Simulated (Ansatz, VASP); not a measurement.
# Zr in VASP and in Ansatz

```
Zr
1.0
     5.06577    0.00000    0.00000
    -2.53288    4.38708    0.00000
     0.00000    0.00000    5.41780
Zr
4
Direct
  0.66667 0.33333 0.00000
  0.33333 0.66667 0.50000
  0.66667 0.33333 0.50000
  0.33333 0.66667 0.00000
```

Alike in both runs: functional PBEsol; k mesh 12 × 12 × 8; occupations gaussian, width 0.1 eV; no spin polarisation.

Ansatz relaxed the structure, and its values are those at the end. VASP's run is a single point on that final structure, the one shown.

|  | VASP | Ansatz |
| --- | --- | --- |
| version | VASP 6.6.1 | Ansatz 0.2.0 |
| potentials or method | VASP PAW PBE potentials, release 64 (Zr_sv), cutoff 520 eV | scalar-relativistic, plane waves, PAW |
| valence electrons in the cell | 48 | 48 |

Ansatz gave:

- gap on the k mesh at the Fermi level (eV): none
- pressure (GPa): 0.0

What did VASP give for the same quantities?

gap on the k mesh at the Fermi level (eV): none; pressure (GPa): 0.1.

VASP's potentials were made for PBE, not for PBEsol. A gap of «none» marks a metal or a gap that the smearing closes. With one functional, cell and mesh, what is left measures potentials, basis and numerics. Ansatz's warnings: structure snapped to symmetry.
